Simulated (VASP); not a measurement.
# Cd (P6_3/mmc) in VASP: notebook

The runs below take Cd through single point, with LDA.

All numbers are computed with VASP 6.6.1; they aren't measurements. Logs are shortened: lines on timing, memory, paths and dates and some standing lists are left out, and cuts for length are marked.

## (1) The cell of the first run

It takes space group P6_3/mmc (No. 194, hexagonal). The conventional cell has a = 2.892 Å, b = 2.892 Å, c = 5.219 Å, α = 90.00°, β = 90.00°, γ = 120.00°. Cd (site symmetry -6m2) has 12 Cd at 2.89 to 3.10 Å within 3.8 Å.

## (2) Single point, LDA (18.90 Å³/atom)

Contents of INCAR:

```
SYSTEM = Cd
PREC     = Accurate       ! precision mode
ENCUT    = 520            ! plane-wave cutoff, eV
EDIFF    = 1E-7           ! SCF threshold, eV
ISMEAR   = -1             ! smearing method
SIGMA    = 0.1            ! smearing width, eV
LREAL    = .False.        ! projectors in reciprocal space
LASPH    = .True.         ! aspherical terms in the spheres
NELM     = 100            ! most SCF steps
ALGO     = Normal         ! electronic algorithm
ISIF     = 2              ! what is computed and relaxed
LWAVE    = .False.        ! write WAVECAR
LCHARG   = .True.         ! write CHGCAR
GGA      = CA             ! functional
LELF     = .True.         ! ELF
LVHAR    = .True.       
NBANDS   = 19             ! bands
```

Contents of KPOINTS:

```
regular mesh
0
Gamma
  16 16 9
  0 0 0
```

Contents of POSCAR:

```
Cd
1.0
    2.8920488916      0.0000000000      0.0000000000
   -1.4460244458      2.5045878091      0.0000000000
    0.0000000000      0.0000000000      5.2190752554
Cd
2
Direct
    0.3333333333      0.6666666667      0.2500000000
    0.6666666667      0.3333333333      0.7500000000
```

Potentials or basis: VASP PAW LDA potentials, release 64 (Cd).

On the command line:

```console
cat potpaw_LDA.64/Cd/POTCAR > POTCAR
mpirun -np 1 vasp_std > vasp.out
```

OUTCAR:

```text
SYSTEM = Cd
   PREC = Accurate
   ENCUT = 520
   EDIFF = 1E-7
   ISMEAR = -1
   LREAL = .False.
   LASPH = .True.
   NELM = 100
   ISIF = 2
   GGA = CA

 ion  position               nearest neighbor table
   1  0.333  0.667  0.250-   2 3.10   2 3.10   2 3.10   2 3.10   2 3.10   2 3.10
   2  0.667  0.333  0.750-   1 3.10   1 3.10   1 3.10   1 3.10   1 3.10   1 3.10

  LATTYP: Found a hexagonal cell.
 ALAT       =     2.8920488916
 C/A-ratio  =     1.8046289849

  Lattice vectors:

 A1 = (   2.8920488916,   0.0000000000,   0.0000000000)
 A2 = (  -1.4460244458,   2.5045878091,   0.0000000000)
 A3 = (   0.0000000000,   0.0000000000,   5.2190752554)

Analysis of symmetry for initial positions (statically):
=====================================================================
 Subroutine PRICEL returns:
 Original cell was already a primitive cell.

 Routine SETGRP: Setting up the symmetry group for a
 hexagonal supercell.

 Subroutine GETGRP returns: Found 24 space group operations
 (whereof 12 operations were pure point group operations)
 out of a pool of 24 trial point group operations.

The static configuration has the point symmetry D_3d.
 The point group associated with its full space group is D_6h.

Analysis of symmetry for dynamics (positions and initial velocities):
=====================================================================
 Subroutine PRICEL returns:
 Original cell was already a primitive cell.

 Routine SETGRP: Setting up the symmetry group for a
 hexagonal supercell.

 Subroutine GETGRP returns: Found 24 space group operations
 (whereof 12 operations were pure point group operations)
 out of a pool of 24 trial point group operations.

The dynamic configuration has the point symmetry D_3d.
 The point group associated with its full space group is D_6h.

 Subroutine INISYM returns: Found 24 space group operations
 (whereof 12 operations are pure point group operations),
 and found     1 'primitive' translations

----------------------------------------------------------------------------------------

                                     Primitive cell

  volume of cell :      37.8038

  direct lattice vectors                    reciprocal lattice vectors
     2.892048892  0.000000000  0.000000000     0.345775620  0.199633648  0.000000000
    -1.446024446  2.504587809  0.000000000     0.000000000  0.399267295  0.000000000
     0.000000000  0.000000000  5.219075255     0.000000000  0.000000000  0.191604825

  length of vectors
     2.892048892  2.892048892  5.219075255     0.399267295  0.399267295  0.191604825

  position of ions in fractional coordinates (direct lattice)
     0.333333333  0.666666667  0.250000000
     0.666666667  0.333333333  0.750000000

  ion indices of the primitive-cell ions
   primitive index   ion index
                 1           1
                 2           2

----------------------------------------------------------------------------------------

 KPOINTS: regular mesh

Automatic generation of k-mesh.
 Grid dimensions read from file:
 generate k-points for:   16   16    9

 Generating k-lattice:

  Cartesian coordinates                     Fractional coordinates (reciprocal lattice)
     0.021610976  0.012477103  0.000000000     0.062500000  0.000000000  0.000000000
     0.000000000  0.024954206  0.000000000     0.000000000  0.062500000  0.000000000
     0.000000000  0.000000000  0.021289425     0.000000000  0.000000000  0.111111111

  Length of vectors
     0.024954206  0.024954206  0.021289425

  Shift w.r.t. Gamma in fractional coordinates (k-lattice)
     0.000000000  0.000000000  0.000000000

 Subroutine IBZKPT returns following result:
 ===========================================

 Found    150 irreducible k-points:

 Following reciprocal coordinates:
            Coordinates               Weight
  0.000000  0.000000  0.000000      1.000000
  0.062500  0.000000  0.000000      6.000000
  0.125000  0.000000  0.000000      6.000000
  0.187500  0.000000  0.000000      6.000000
  0.250000  0.000000  0.000000      6.000000
  0.312500  0.000000  0.000000      6.000000
[... 16 lines left out ...]
  0.187500  0.187500  0.000000      6.000000
  0.250000  0.187500  0.000000     12.000000
 [... further k-points ...]
   k-points           NKPTS =    150   k-points in BZ     NKDIM =    150   number of bands    NBANDS=     19
   number of dos      NEDOS =    301   number of ions     NIONS =      2
   total plane-waves  NPLWV =  23040
   dimension x,y,z NGX =    24 NGY =   24 NGZ =   40
   dimension x,y,z NGXF=    48 NGYF=   48 NGZF=   80
   ions per type =               2
   NGX,Y,Z   is equivalent  to a cutoff of  13.80, 13.80, 12.74 a.u.
   NGXF,Y,Z  is equivalent  to a cutoff of  27.59, 27.59, 25.48 a.u.
 SYSTEM =  Cd
   PREC   = accura    normal or accurate (medium, high low for compatibility)
   ISTART =      0    job   : 0-new  1-cont  2-samecut
   ICHARG =      2    charge: 1-file 2-atom 10-const
   ISPIN  =      1    spin polarized calculation?
   LNONCOLLINEAR =      F non collinear calculations
   LSORBIT =      F    spin-orbit coupling
   LASPH  =      T    aspherical Exc in radial PAW
   ENCUT  =  520.0 eV  38.22 Ry    6.18 a.u.   5.38  5.38  9.70*2*pi/ulx,y,z
   NELM   =    100;   NELMIN=  2; NELMDL= -5     # of ELM steps
   EDIFF  = 0.1E-06   stopping-criterion for ELM
   LREAL  =      F    real-space projection
   EDIFFG = 0.1E-05   stopping-criterion for IOM
   NSW    =      0    number of steps for IOM
   IBRION =     -1    ionic relax: 0-MD 1-quasi-New 2-CG
   NFREE  =      0    steps in history (QN), initial steepest desc. (CG)
   ISIF   =      2    stress and relaxation
   ISYM   =      2    0-nonsym 1-usesym 2-fastsym
   POTIM  = 0.5000    time-step for ionic-motion
   TEBEG  =    0.0;   TEEND  =   0.0 temperature during run
   PSTRESS=    0.0 pullay stress
   NELECT =      24.0000    total number of electrons
   NUPDOWN=      -1.0000    fix difference up-down
   EMIN   =  10.00;   EMAX   =-10.00  energy-range for DOS
   EFERMI =   0.00;   METHOD = LEGACY
   ISMEAR =    -1;   SIGMA  =   0.10  broadening in eV -4-tet -1-fermi 0-gaus
   EFERMI_NEDOS =   21; number of points for ismear=-14 and -15
   IALGO  =     38    algorithm
   IMIX   =      4    mixing-type and parameters
     AMIX     =   0.40;   BMIX     =  1.00
     AMIX_MAG =   1.60;   BMIX_MAG =  1.00
  volume/ion in A,a.u.               =      18.90       127.56
  Fermi-wavevector in a.u.,A,eV,Ry     =   1.407019  2.658881 26.935504  1.979704
  Thomas-Fermi vector in A             =   2.529321
   LORBIT       =      0    0 simple, 1 ext, 2 COOP (PROOUT), +10 PAW based schemes
   GGA     = CA    functional components
   LHFCALC =     F    Hartree Fock is set to
   AEXX    =    0.0000 exact exchange contribution
   IVDW    =     0    specifies the selected vdW correction
   LEPSILON=     F    determine dielectric tensor
   LRPA    =     F    only Hartree local field effects (RPA)
 non-spin polarized calculation
  energy-cutoff  :      520.00
  volume of cell :       37.80
 maximum number of plane-waves:      1046
 NGX is ok and might be reduce to    24
   NGX = 11   NGY = 11   NGZ = 19

 number of electron      24.0000009 magnetization

 Free energy of the ion-electron system (eV)
  ---------------------------------------------------
  ext. energy  EPLUGINS =         0.00000000
  ---------------------------------------------------
  free energy    TOTEN  =        -3.02009840 eV

  energy without entropy =       -3.01079148  energy(sigma->0) =       -3.01544494

 E-fermi :   3.9070     XC(G=0): -12.1010

 val. band max:        3.8680032996   @ k =   0.3125   0.0000   0.0000
 cond. band min:       3.9491058010   @ k =   0.3750   0.0625   0.0000
 fundamental gap:      0.0811025013
 Fermi energy:         3.9069609648

 k-point     1 :       0.0000    0.0000    0.0000
  band No.  band energies     occupation
      1      -6.6573      2.00000
      2      -6.3415      2.00000
      3      -5.9749      2.00000
      4      -5.7877      2.00000
      5      -5.7877      2.00000
      6      -5.7005      2.00000
[... 11 lines left out ...]
     18      20.0266      0.00000
     19      21.1583      0.00000

 k-point     2 :       0.0625    0.0000    0.0000
  band No.  band energies     occupation
      1      -6.6079      2.00000
      2      -6.2433      2.00000
      3      -5.9593      2.00000
      4      -5.7924      2.00000
      5      -5.7438      2.00000
      6      -5.7137      2.00000
[... 11 lines left out ...]
     18      20.4705      0.00000
     19      21.1526      0.00000

 k-point     3 :       0.1250    0.0000    0.0000
  band No.  band energies     occupation
      1      -6.4861      2.00000
      2      -6.0670      2.00000
      3      -5.9330      2.00000
      4      -5.7667      2.00000
      5      -5.6302      2.00000
      6      -5.6167      2.00000
[... 11 lines left out ...]
     18      19.9844      0.00000
     19      20.2311      0.00000

 k-point     4 :       0.1875    0.0000    0.0000
  band No.  band energies     occupation
      1      -6.4006      2.00000
      2      -6.0117      2.00000
      3      -5.9742      2.00000
      4      -5.6755      2.00000
      5      -5.5634      2.00000
      6      -5.4213      2.00000
[... 11 lines left out ...]
     18      18.0632      0.00000
     19      18.3294      0.00000

 k-point     5 :       0.2500    0.0000    0.0000
  band No.  band energies     occupation
      1      -6.4556      2.00000
      2      -6.1406      2.00000
      3      -5.8216      2.00000
      4      -5.8186      2.00000
      5      -5.5064      2.00000
      6      -5.4066      2.00000
[... 11 lines left out ...]
     18      17.6971      0.00000
     19      18.6298      0.00000

 k-point     6 :       0.3125    0.0000    0.0000
  band No.  band energies     occupation
      1      -6.5725      2.00000
      2      -6.2767      2.00000
      3      -6.0611      2.00000
      4      -5.6557      2.00000
      5      -5.4870      2.00000
      6      -5.4768      2.00000
[... 11 lines left out ...]
     18      17.4951      0.00000
     19      18.7714      0.00000

 k-point     7 :       0.3750    0.0000    0.0000
  band No.  band energies     occupation
      1      -6.6841      2.00000
      2      -6.3919      2.00000
      3      -6.2469      2.00000
      4      -5.5862      2.00000
      5      -5.5337      2.00000
      6      -5.5298      2.00000
[... 11 lines left out ...]
     18      17.3694      0.00000
     19      18.2561      0.00000

 k-point     8 :       0.4375    0.0000    0.0000
  band No.  band energies     occupation
      1      -6.7608      2.00000
      2      -6.4683      2.00000
      3      -6.3631      2.00000
      4      -5.6501      2.00000
      5      -5.5706      2.00000
      6      -5.4485      2.00000
[... 256 lines left out ...]
 k-point    20 :       0.3125    0.1250    0.0000
  band No.  band energies     occupation
      1      -6.5038      2.00000
      2      -6.2275      2.00000
      3      -6.2153      2.00000
      4      -5.6962      2.00000
      5      -5.5562      2.00000
      6      -5.4853      2.00000
[... 11 lines left out ...]
     18      15.8621      0.00000
     19      16.1110      0.00000

 k-point    21 :       0.3750    0.1250    0.0000
  band No.  band energies     occupation
      1      -6.5779      2.00000
      2      -6.3298      2.00000
      3      -6.2809      2.00000
      4      -5.6941      2.00000
      5      -5.5810      2.00000
      6      -5.4544      2.00000
[... 11 lines left out ...]
     18      15.4553      0.00000
     19      15.8414      0.00000

 k-point    22 :       0.4375    0.1250    0.0000
  band No.  band energies     occupation
      1      -6.6039      2.00000
      2      -6.3645      2.00000
      3      -6.3044      2.00000
      4      -5.6653      2.00000
      5      -5.6425      2.00000
      6      -5.4196      2.00000
[... 11 lines left out ...]
     18      15.3148      0.00000
     19      15.7511      0.00000

 k-point    23 :       0.1875    0.1875    0.0000
  band No.  band energies     occupation
      1      -6.1853      2.00000
      2      -6.1418      2.00000
      3      -6.0147      2.00000
      4      -5.7207      2.00000
      5      -5.7001      2.00000
      6      -5.4967      2.00000
[... 11 lines left out ...]
     18      15.0608      0.00000
     19      15.4534      0.00000

 k-point    24 :       0.2500    0.1875    0.0000
  band No.  band energies     occupation
      1      -6.2693      2.00000
      2      -6.1601      2.00000
      3      -6.0887      2.00000
      4      -5.7510      2.00000
      5      -5.6325      2.00000
      6      -5.4326      2.00000
[... 11 lines left out ...]
     18      14.2610      0.00000
     19      14.8023      0.00000

 [... further k-points ...]

------------------------ aborting loop because EDIFF is reached ----------------------------------------

  FORCE on cell =-STRESS in cart. coord.  units (eV):
  Direction    XX          YY          ZZ          XY          YZ          ZX
  --------------------------------------------------------------------------------------
  -------------------------------------------------------------------------------------
  Total        1.1999682      1.1999682      1.1113709      0.0000000     -0.0000000      0.0000000
  in kB       50.8563127     50.8563127     47.1014368      0.0000000     -0.0000000      0.0000000
  external PRESSURE =      49.6046874 kB  Pullay stress =       0.0000000 kB

 VOLUME and BASIS-vectors are now :
 -----------------------------------------------------------------------------
  energy-cutoff  :      520.00
  volume of cell :       37.80
      direct lattice vectors                 reciprocal lattice vectors
     2.892048892  0.000000000  0.000000000     0.345775620  0.199633648  0.000000000
    -1.446024446  2.504587809  0.000000000     0.000000000  0.399267295  0.000000000
     0.000000000  0.000000000  5.219075255     0.000000000  0.000000000  0.191604825

 POSITION                                       TOTAL-FORCE (eV/Angst)
 -----------------------------------------------------------------------------------
     -0.00000      1.66973      1.30477         0.000000     -0.000000      0.000000
      1.44602      0.83486      3.91431        -0.000000      0.000000      0.000000
 -----------------------------------------------------------------------------------
    total drift:                               -0.000000      0.000000      0.000000

  FREE ENERGIE OF THE ION-ELECTRON SYSTEM (eV)
  ---------------------------------------------------
  free  energy   TOTEN  =        -3.0200983977 eV

  energy  without entropy=       -3.0107914759  energy(sigma->0) =       -3.01544494
```

Run time: 88 s. Hardware: 1 thread of Intel Xeon 8259CL, shared host; peak memory 0.21 GiB.

What came out:

| Item | Value |
| --- | --- |
| Free energy | -3.0201 eV |
| Pressure | 5.0 GPa |
| Band gap on the k mesh | zero (bands 12 and 13 overlap by 3.85 eV) |

Levels at points of the mesh, in eV from the Fermi level:
```tsv
k point	band 10	band 11	band 12	band 13	band 14	band 15
(0.00, 0.00, 0.00)	-8.68	-8.68	-3.63	-2.55	12.43	14.56
(0.50, 0.00, 0.00)	-8.38	-3.00	-2.24	2.32	3.04	3.95
```

Caveat: the cell stands under pressure.

## (3) Single point, LDA (18.90 Å³/atom)

Contents of INCAR:

```
SYSTEM = Cd
PREC = Accurate
ENCUT = 520
EDIFF = 1E-6
ISMEAR = -1
SIGMA = 0.1
LREAL = .FALSE.
LASPH = .TRUE.
NELM = 80
ALGO = Normal
ISIF = 2
LWAVE = .FALSE.
LCHARG = .FALSE.
NBANDS = 19
```

Contents of KPOINTS:

```
regular mesh
0
G
  16 16 9
  0 0 0
```

POSCAR is that of step 2.

Potentials or basis: VASP PAW LDA potentials, release 64 (Cd).

On the command line:

```console
cat potpaw_LDA.64/Cd/POTCAR > POTCAR
mpirun -np 1 vasp_std > vasp.out
```

Wall time 70 s (1 thread of Intel Xeon 8259CL, shared host); peak memory 0.21 GiB.

Results (log left out):

| Property | Result |
| --- | --- |
| Free energy | -3.0201 eV |
| Pressure | 5.0 GPa |
| Band gap on the k mesh | zero (bands 12 and 13 overlap by 3.85 eV) |

Stress tensor (GPa, compression positive):
```
5.09 0.00 0.00
0.00 5.09 0.00
0.00 0.00 4.71
```

Levels at points of the mesh, in eV from the Fermi level:
```csv
k point,band 9,band 10,band 11,band 12,band 13,band 14,band 15,band 16
"(0.00, 0.00, 0.00)",-9.10,-8.68,-8.68,-3.63,-2.55,12.43,14.56,15.34
"(0.50, 0.00, 0.00)",-8.42,-8.38,-3.00,-2.24,2.32,3.04,3.95,5.70
```

Caveat: the cell stands under pressure.

## (4) Single point, LDA (18.90 Å³/atom)

Contents of INCAR:

```
PREC = Accurate ; ENCUT = 520
EDIFF = 1E-6 ; ISMEAR = -1
SIGMA = 0.1 ; LREAL = F
LASPH = T ; NELM = 60
ALGO = Normal ; ISIF = 2
LWAVE = F ; LCHARG = F
GGA = CA ; NBANDS = 19
```

Contents of KPOINTS:

```
Automatic mesh
0
Gamma
  16 16 9
```

POSCAR is that of step 3.

On the command line:

```console
cat potpaw_LDA.64/Cd/POTCAR > POTCAR
mpirun -np 1 vasp_std > vasp.out
```

Run time: 93 s. Hardware: 1 thread of Intel Xeon 8259CL, shared host; peak memory 0.2 GiB.

The run converged. Its results:

```
Free energy            : -3.0201 eV
Pressure               : 5.0 GPa
Band gap on the k mesh : zero (bands 12 and 13 overlap by 3.85 eV)
```

Stress tensor (GPa, compression positive):
```
5.09 0.00 0.00
0.00 5.09 0.00
0.00 0.00 4.71
```

Levels at points of the mesh, in eV from the Fermi level:
```csv
k point,band 8,band 9,band 10,band 11,band 12,band 13,band 14,band 15,band 16,band 17
"(0.00, 0.00, 0.00)",-9.10,-9.10,-8.68,-8.68,-3.63,-2.55,12.43,14.56,15.34,15.34
"(0.50, 0.00, 0.00)",-8.68,-8.42,-8.38,-3.00,-2.24,2.32,3.04,3.95,5.70,8.27
```

Caveat: the cell stands under pressure.
